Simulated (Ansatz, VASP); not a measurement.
## MnF2 in VASP and in Ansatz

INCAR

```
PREC = Accurate ; ENCUT = 520
EDIFF = 1E-7 ; ISMEAR = 0
SIGMA = 0.05 ; LREAL = False
LASPH = True ; NELM = 150
ALGO = Normal ; ISIF = 2
LWAVE = False ; LCHARG = True
LMAXMIX = 4 ; LDAU = True
LDAUTYPE = 2 ; LDAUL = 2 -1
LDAUU = 4 0 ; LDAUJ = 0 0
LDAUPRINT = 1 ; LELF = True
LVHAR = True ; NBANDS = 36
```

KPOINTS

```
Automatic mesh
0
Gamma
  4 4 6
```

File POSCAR:

```
MnF2
1.0
    4.8733996600      0.0000000000      0.0000000000
    0.0000000000      4.8733996600      0.0000000000
    0.0000000000      0.0000000000      3.3098997700
Mn F
2 4
Direct
    0.0000000000      0.0000000000      0.0000000000
    0.5000000000      0.5000000000      0.5000000000
    0.3050000000      0.3050000000      0.0000000000
    0.1950000000      0.8050000000      0.5000000000
    0.6950000000      0.6950000000      0.0000000000
    0.8050000000      0.1950000000      0.5000000000
```

Input for Ansatz:

```yaml
crystal:
  lattice:
    - [4.87339966, 0.0, 0.0]
    - [0.0, 4.87339966, 0.0]
    - [0.0, 0.0, 3.30989977]
  atoms:
    - { symbol: Mn, position: [0.0, 0.0, 0.0] }
    - { symbol: Mn, position: [0.5, 0.5, 0.5] }
    - { symbol: F, position: [0.305, 0.305, 0.0] }
    - { symbol: F, position: [0.195, 0.805, 0.5] }
    - { symbol: F, position: [0.695, 0.695, 0.0] }
    - { symbol: F, position: [0.805, 0.195, 0.5] }
basis:
  ecutwfc: 420
  ecutrho_ratio: 4
kpoints:
  mp_grid: { grid: [4, 4, 6] }
hamiltonian:
  xc: lda
  hubbard:
    sites: [{ site: 0, l: d, u_eff: 4.0 }, { site: 1, l: d, u_eff: 4.0 }]
scf:
  occupations: { method: gaussian, width: 0.05 }
  lower_state_search: "off"
  max_iter: 150
output:
  forces: true
  stress: true
  eigenvalues: true
  populations: true
  hubbard: { sites: [{ site: 0, l: d }, { site: 1, l: d }] }
```

Alike in both runs: task single point; functional LDA; k mesh 4 × 4 × 6; occupations gaussian, width 0.05 eV; no spin polarisation; Hubbard terms Mn d U = 4.0 eV.

|  | VASP | Ansatz |
| --- | --- | --- |
| version | VASP 6.6.1 | Ansatz 0.2.0 |
| potentials or method | VASP PAW LDA potentials, release 64 (Mn_pv, F), cutoff 520 eV | scalar-relativistic, plane waves, PAW |
| valence electrons in the cell | 54 | 58 |

|  | VASP | Ansatz | Ansatz less VASP |
| --- | --- | --- | --- |
| gap on the k mesh at the Fermi level (eV) | none | none | - |
| pressure (GPa) | -21.6 | -22.6 | -1.05 |
| traceless stress, the component that is largest in VASP (GPa) | -2.98 | -3.26 | -0.277 |
| rms of the force components (eV/Å) | 0.076 | 0.056 | -0.0202 |

LDA's correlation is that of Perdew and Zunger in VASP and of Perdew and Wang (1992) in Ansatz. The programs project onto different local orbitals, so the same U acts differently, and such runs can settle in different states. Atom by atom the forces differ by 0.020 eV/Å (rms over components). A gap of «none» marks a metal or a gap that the smearing closes. VASP's potentials hold 54 valence electrons a cell and Ansatz's 58, so a difference there can come from the potentials and not from the codes. Ansatz's warnings: filled band counts differ across k points.
